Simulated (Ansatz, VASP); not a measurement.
## Ga2O3 in VASP and in Ansatz

```
CELL_PARAMETERS angstrom
2.99095 0.00000 0.00000
-1.49547 2.59024 0.00000
0.00000 0.00000 6.84581
ATOMIC_POSITIONS crystal
Ga 0.33333 0.66667 0.20392
Ga 0.66667 0.33333 0.79608
O 0.00000 0.00000 0.00000
O 0.33333 0.66667 0.69160
O 0.66667 0.33333 0.30840
```

Alike in both runs: task single point; functional HSE06; k mesh 6 × 6 × 2; no spin polarisation.

|  | VASP | Ansatz |
| --- | --- | --- |
| version | VASP 6.6.1 | Ansatz 0.2.0 |
| potentials or method | VASP PAW PBE potentials, release 64 (Ga_d, O) | plane waves, PAW |
| plane-wave cutoff (eV) | 520 | 420 |
| occupations | gaussian, width 0.01 eV | fixed |
| valence electrons in the cell | 44 | 44 |

```csv
,VASP,Ansatz,Ansatz less VASP
gap on the k mesh at the Fermi level (eV),4.16,4.19,+0.020
pressure (GPa),0.6,-0.2,-0.80
"traceless stress, the component that is largest in VASP (GPa)",-0.08,0.28,+0.354
rms of the force components (eV/Å),0.078,0.065,-0.0136
```

Atom by atom the forces differ by 0.027 eV/Å (rms over components). Ansatz's warnings: stress exchange threshold loose, stress scf threshold loose.

The k mesh is coarse, so the values compare programs but aren't converged.
